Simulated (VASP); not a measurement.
# Rb (P6_3/mmc) in VASP: notebook, part 2 of 2

VASP 6.6.1.

### 3 Single point, BLYP (99.47 Å³/atom)

This run uses another cell than the first one, of 99.47 Å³/atom.

INCAR

```
SYSTEM = Rb
  AGGAC = 1.0
  AGGAX = 1.0
  ALDAC = 0.0
  ALDAX = 1.0
  ALGO = Normal
  EDIFF = 1E-7
  ENCUT = 520
  GGA = B5
  ISIF = 2
  ISMEAR = -1
  LASPH = .TRUE.
  LCHARG = .FALSE.
  LREAL = .FALSE.
  LWAVE = .FALSE.
  NBANDS = 26
  NELM = 80
  PREC = Accurate
  SIGMA = 0.1
```

KPOINTS

```
k-points
0
G
  8 8 3
  0 0 0
```

POSCAR

```
Rb
1.0
    5.1830213629      0.0000000000      0.0000000000
   -2.5915106815      4.4886281687      0.0000000000
    0.0000000000      0.0000000000     17.1020089771
Rb
4
Direct
    1.0000000000      1.0000000000      0.0000000000
    1.0000000000      0.0000000000      0.5000000000
    0.3333333333      0.6666666667      0.2500000000
    0.6666666667      0.3333333333      0.7500000000
```

Potentials or basis: VASP PAW PBE potentials, release 64 (Rb_sv).

Launch:

```
> cat potpaw_PBE.64/Rb_sv/POTCAR > POTCAR
> mpirun -np 1 vasp_std > vasp.out
```

OUTCAR:

```text
SYSTEM = Rb
   EDIFF = 1E-7
   ENCUT = 520
   GGA = B5
   ISIF = 2
   ISMEAR = -1
   LASPH = .TRUE.
   LREAL = .FALSE.
   NELM = 80
   PREC = Accurate

 ion  position               nearest neighbor table
   1  0.000  0.000  0.000-   3 5.22   4 5.22   4 5.22   3 5.22   4 5.22   3 5.22
   2  0.000  0.000  0.500-   3 5.22   4 5.22   4 5.22   3 5.22   4 5.22   3 5.22
   3  0.333  0.667  0.250-   1 5.22   2 5.22   1 5.22   2 5.22   1 5.22   2 5.22
   4  0.667  0.333  0.750-   1 5.22   2 5.22   1 5.22   2 5.22   1 5.22   2 5.22

  LATTYP: Found a hexagonal cell.
 ALAT       =     5.1830213629
 C/A-ratio  =     3.2996215488

  Lattice vectors:

 A1 = (   5.1830213629,   0.0000000000,   0.0000000000)
 A2 = (  -2.5915106815,   4.4886281687,   0.0000000000)
 A3 = (   0.0000000000,   0.0000000000,  17.1020089771)

Analysis of symmetry for initial positions (statically):
=====================================================================
 Subroutine PRICEL returns:
 Original cell was already a primitive cell.

 Routine SETGRP: Setting up the symmetry group for a
 hexagonal supercell.

 Subroutine GETGRP returns: Found 24 space group operations
 (whereof 12 operations were pure point group operations)
 out of a pool of 24 trial point group operations.

The static configuration has the point symmetry D_3d.
 The point group associated with its full space group is D_6h.

Analysis of symmetry for dynamics (positions and initial velocities):
=====================================================================
 Subroutine PRICEL returns:
 Original cell was already a primitive cell.

 Routine SETGRP: Setting up the symmetry group for a
 hexagonal supercell.

 Subroutine GETGRP returns: Found 24 space group operations
 (whereof 12 operations were pure point group operations)
 out of a pool of 24 trial point group operations.

The dynamic configuration has the point symmetry D_3d.
 The point group associated with its full space group is D_6h.

 Subroutine INISYM returns: Found 24 space group operations
 (whereof 12 operations are pure point group operations),
 and found     1 'primitive' translations

----------------------------------------------------------------------------------------

                                     Primitive cell

  volume of cell :     397.8724

  direct lattice vectors                    reciprocal lattice vectors
     5.183021363  0.000000000  0.000000000     0.192937657  0.111392608  0.000000000
    -2.591510681  4.488628169  0.000000000     0.000000000  0.222785217  0.000000000
     0.000000000  0.000000000 17.102008977     0.000000000  0.000000000  0.058472663

  length of vectors
     5.183021363  5.183021363 17.102008977     0.222785217  0.222785217  0.058472663

  position of ions in fractional coordinates (direct lattice)
     0.000000000  0.000000000  0.000000000
     0.000000000  0.000000000  0.500000000
     0.333333333  0.666666667  0.250000000
     0.666666667  0.333333333  0.750000000

  ion indices of the primitive-cell ions
   primitive index   ion index
                 1           1
                 2           2
                 3           3
                 4           4

----------------------------------------------------------------------------------------

 KPOINTS: k-points

Automatic generation of k-mesh.
 Grid dimensions read from file:
 generate k-points for:    8    8    3

 Generating k-lattice:

  Cartesian coordinates                     Fractional coordinates (reciprocal lattice)
     0.024117207  0.013924076  0.000000000     0.125000000 -0.000000000  0.000000000
     0.000000000  0.027848152  0.000000000     0.000000000  0.125000000  0.000000000
     0.000000000  0.000000000  0.019490888     0.000000000  0.000000000  0.333333333

  Length of vectors
     0.027848152  0.027848152  0.019490888

  Shift w.r.t. Gamma in fractional coordinates (k-lattice)
     0.000000000  0.000000000  0.000000000

 Subroutine IBZKPT returns following result:
 ===========================================

 Found     20 irreducible k-points:

 Following reciprocal coordinates:
            Coordinates               Weight
  0.000000  0.000000  0.000000      1.000000
  0.125000 -0.000000  0.000000      6.000000
  0.250000 -0.000000  0.000000      6.000000
  0.375000  0.000000  0.000000      6.000000
  0.500000 -0.000000  0.000000      3.000000
  0.125000  0.125000  0.000000      6.000000
[... 12 lines left out ...]
  0.250000  0.250000  0.333333     12.000000
  0.375000  0.250000  0.333333     12.000000
   k-points           NKPTS =     20   k-points in BZ     NKDIM =     20   number of bands    NBANDS=     26
   number of dos      NEDOS =    301   number of ions     NIONS =      4
   total plane-waves  NPLWV = 204800
   dimension x,y,z NGX =    40 NGY =   40 NGZ =  128
   dimension x,y,z NGXF=    80 NGYF=   80 NGZF=  256
   ions per type =               4
   NGX,Y,Z   is equivalent  to a cutoff of  12.83, 12.83, 12.44 a.u.
   NGXF,Y,Z  is equivalent  to a cutoff of  25.66, 25.66, 24.89 a.u.
 SYSTEM =  Rb
   PREC   = accura    normal or accurate (medium, high low for compatibility)
   ISTART =      0    job   : 0-new  1-cont  2-samecut
   ICHARG =      2    charge: 1-file 2-atom 10-const
   ISPIN  =      1    spin polarized calculation?
   LNONCOLLINEAR =      F non collinear calculations
   LSORBIT =      F    spin-orbit coupling
   LASPH  =      T    aspherical Exc in radial PAW
   ENCUT  =  520.0 eV  38.22 Ry    6.18 a.u.   9.64  9.64 31.80*2*pi/ulx,y,z
   NELM   =     80;   NELMIN=  2; NELMDL= -5     # of ELM steps
   EDIFF  = 0.1E-06   stopping-criterion for ELM
   LREAL  =      F    real-space projection
   EDIFFG = 0.1E-05   stopping-criterion for IOM
   NSW    =      0    number of steps for IOM
   IBRION =     -1    ionic relax: 0-MD 1-quasi-New 2-CG
   NFREE  =      0    steps in history (QN), initial steepest desc. (CG)
   ISIF   =      2    stress and relaxation
   ISYM   =      2    0-nonsym 1-usesym 2-fastsym
   POTIM  = 0.5000    time-step for ionic-motion
   TEBEG  =    0.0;   TEEND  =   0.0 temperature during run
   PSTRESS=    0.0 pullay stress
   NELECT =      36.0000    total number of electrons
   NUPDOWN=      -1.0000    fix difference up-down
   EMIN   =  10.00;   EMAX   =-10.00  energy-range for DOS
   EFERMI =   0.00;   METHOD = LEGACY
   ISMEAR =    -1;   SIGMA  =   0.10  broadening in eV -4-tet -1-fermi 0-gaus
   EFERMI_NEDOS =   21; number of points for ismear=-14 and -15
   IALGO  =     38    algorithm
   IMIX   =      4    mixing-type and parameters
     AMIX     =   0.40;   BMIX     =  1.00
     AMIX_MAG =   1.60;   BMIX_MAG =  1.00
  volume/ion in A,a.u.               =      99.47       671.24
  Fermi-wavevector in a.u.,A,eV,Ry     =   0.734956  1.388865  7.349318  0.540160
  Thomas-Fermi vector in A             =   1.828035
   LORBIT       =      0    0 simple, 1 ext, 2 COOP (PROOUT), +10 PAW based schemes
   GGA     = B5    functional components
   LHFCALC =     F    Hartree Fock is set to
   AEXX    =    0.0000 exact exchange contribution
   IVDW    =     0    specifies the selected vdW correction
   LEPSILON=     F    determine dielectric tensor
   LRPA    =     F    only Hartree local field effects (RPA)
 non-spin polarized calculation
  energy-cutoff  :      520.00
  volume of cell :      397.87
 maximum number of plane-waves:     10779
 NGX is ok and might be reduce to    40
   NGX = 19   NGY = 19   NGZ = 63

 number of electron      36.0000001 magnetization

 Free energy of the ion-electron system (eV)
  ---------------------------------------------------
  ext. energy  EPLUGINS =         0.00000000
  ---------------------------------------------------
  free energy    TOTEN  =        -2.47967284 eV

  energy without entropy =       -2.35070478  energy(sigma->0) =       -2.41518881

 E-fermi :   0.2343     XC(G=0):  -4.8511

 val. band max:        0.2040520873   @ k =   0.2500   0.2500   0.3333
 cond. band min:       0.2726197880   @ k =   0.5000  -0.0000   0.0000
 fundamental gap:      0.0685677007
 Fermi energy:         0.2342616627

 k-point     1 :       0.0000    0.0000    0.0000
  band No.  band energies     occupation
      1     -28.8036      2.00000
      2     -28.8028      2.00000
      3     -28.8019      2.00000
      4     -28.8011      2.00000
      5     -12.9750      2.00000
      6     -12.9426      2.00000
[... 569 lines left out ...]
     25       1.8239      0.00000
     26       1.9570      0.00000

------------------------ aborting loop because EDIFF is reached ----------------------------------------

  FORCE on cell =-STRESS in cart. coord.  units (eV):
  Direction    XX          YY          ZZ          XY          YZ          ZX
  --------------------------------------------------------------------------------------
  -------------------------------------------------------------------------------------
  Total       -0.1289192     -0.1289192     -0.2811402      0.0000000      0.0000000      0.0000000
  in kB       -0.5191398     -0.5191398     -1.1321131      0.0000000      0.0000000      0.0000000
  external PRESSURE =      -0.7234642 kB  Pullay stress =       0.0000000 kB

 VOLUME and BASIS-vectors are now :
 -----------------------------------------------------------------------------
  energy-cutoff  :      520.00
  volume of cell :      397.87
      direct lattice vectors                 reciprocal lattice vectors
     5.183021363  0.000000000  0.000000000     0.192937657  0.111392608  0.000000000
    -2.591510681  4.488628169  0.000000000     0.000000000  0.222785217  0.000000000
     0.000000000  0.000000000 17.102008977     0.000000000  0.000000000  0.058472663

 POSITION                                       TOTAL-FORCE (eV/Angst)
 -----------------------------------------------------------------------------------
      0.00000      0.00000      0.00000         0.000000      0.000000      0.000000
      0.00000      0.00000      8.55100         0.000000      0.000000      0.000000
     -0.00000      2.99242      4.27550        -0.000000      0.000000     -0.000000
      2.59151      1.49621     12.82651         0.000000     -0.000000      0.000000
 -----------------------------------------------------------------------------------
    total drift:                                0.000000      0.000000      0.000000

  FREE ENERGIE OF THE ION-ELECTRON SYSTEM (eV)
  ---------------------------------------------------
  free  energy   TOTEN  =        -2.4796728449 eV

  energy  without entropy=       -2.3507047810  energy(sigma->0) =       -2.41518881
```

OSZICAR:

```text
N       E                     dE             d eps       ncg     rms          rms(c)
DAV:   1     0.262525578735E+03    0.26253E+03   -0.13230E+04  1064   0.105E+03
DAV:   2     0.286586408642E+02   -0.23387E+03   -0.22839E+03  1440   0.220E+02
DAV:   3    -0.143560383029E+01   -0.30094E+02   -0.29882E+02  1560   0.717E+01
DAV:   4    -0.244183812571E+01   -0.10062E+01   -0.10043E+01  1374   0.146E+01
DAV:   5    -0.248447398926E+01   -0.42636E-01   -0.42630E-01  1586   0.252E+00    0.128E+00
DAV:   6    -0.247966188065E+01    0.48121E-02   -0.16040E-02  1328   0.625E-01    0.764E-01
DAV:   7    -0.247880448394E+01    0.85740E-03   -0.14750E-02  1242   0.558E-01    0.933E-02
DAV:   8    -0.247936519905E+01   -0.56072E-03   -0.12034E-03  1422   0.131E-01    0.247E-02
DAV:   9    -0.247953380961E+01   -0.16861E-03   -0.19416E-04  1328   0.402E-02    0.127E-02
DAV:  10    -0.247966103203E+01   -0.12722E-03   -0.42463E-04  1110   0.489E-02    0.480E-03
DAV:  11    -0.247966951334E+01   -0.84813E-05   -0.23400E-05  1382   0.105E-02    0.254E-03
DAV:  12    -0.247967185159E+01   -0.23383E-05   -0.47711E-06   868   0.515E-03    0.149E-03
DAV:  13    -0.247967251690E+01   -0.66531E-06   -0.26316E-06   840   0.313E-03    0.982E-04
DAV:  14    -0.247967278083E+01   -0.26393E-06   -0.12530E-06   918   0.208E-03    0.210E-04
DAV:  15    -0.247967284486E+01   -0.64024E-07   -0.17748E-07   916   0.115E-03
   1 F= -.24796728E+01 E0= -.24151888E+01  d E =-.128968E+00
```

stdout:

```text
POSCAR found type information on POSCAR Rb
 POSCAR found :  1 types and       4 ions
 scaLAPACK will be used
 -----------------------------------------------------------------------------
|                                                                             |
|                                                                             |
|     You enforced a specific xc type in the INCAR file but a different       |
|     I HOPE YOU KNOW WHAT YOU ARE DOING!                                     |
|                                                                             |
 -----------------------------------------------------------------------------

 LDA part: xc-table for (Slater(with rela. corr.)+VWN5), standard interpolation
 POSCAR, INCAR and KPOINTS ok, starting setup
 FFT: planning ... GRIDC
 FFT: planning ... GRID_SOFT
 FFT: planning ... GRID
 WAVECAR not read
 entering main loop
```

Wall time 6.9 min (1 thread of Oxide Virtual Turin-like, shared host); peak memory 0.48 GiB.

What came out:

```yaml
Free_energy: -2.4797 eV
Pressure: -0.1 GPa
Band_gap_on_the_k_mesh: zero (bands 18 and 19 overlap by 1.81 eV)
```

Caveat: the PAW data sets were made with another functional, which shifts forces and pressure a little.

The gap in the log of VASP goes by the Fermi energy; the results here count the filled bands.